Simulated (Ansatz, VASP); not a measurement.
**One calculation of MnO, two programs**

```
CELL_PARAMETERS angstrom
0.00000 2.22391 2.22391
2.22391 0.00000 2.22391
2.22391 2.22391 0.00000
ATOMIC_POSITIONS crystal
Mn 0.00000 0.00000 0.00000
O 0.50000 0.50000 0.50000
```

Alike in both runs: task single point; functional r2SCAN-based global hybrid with a share of 0.35 of exact exchange; k mesh 6 × 6 × 6; occupations fermi-dirac, width 0.05 eV; collinear spin.

|  | VASP | Ansatz |
| --- | --- | --- |
| version | VASP 6.6.1 | Ansatz 0.2.0 |
| potentials or method | VASP PAW PBE potentials, release 64 (Mn_pv, O) | Ansatz PAW |
| plane-wave cutoff (eV) | 520 | 500 |
| valence electrons in the cell | 19 | 21 |

|  | VASP | Ansatz | Ansatz less VASP |
| --- | --- | --- | --- |
| gap on the k mesh at the Fermi level (eV) | 3.54 | 3.54 | 0.000 |
| least direct gap on the mesh (eV) | 6.01 | 5.99 | -0.015 |
| pressure (GPa) | -1.6 | -2.2 | -0.60 |
| net moment per atom (μB) | 2.50 | 2.50 | 0.000 |
| size of the moment on the site where the two differ most (μB) | 4.62 | 4.36 | -0.261 |

VASP's potentials were made for PBE, not for r2SCAN-based global hybrid. Site moments also hang on the region over which each program counts them. VASP's potentials hold 19 valence electrons a cell and Ansatz's 21, so a difference there can come from the potentials and not from the codes.

Noted on Ansatz's run: the magnetic or orbital state may not be the lowest.
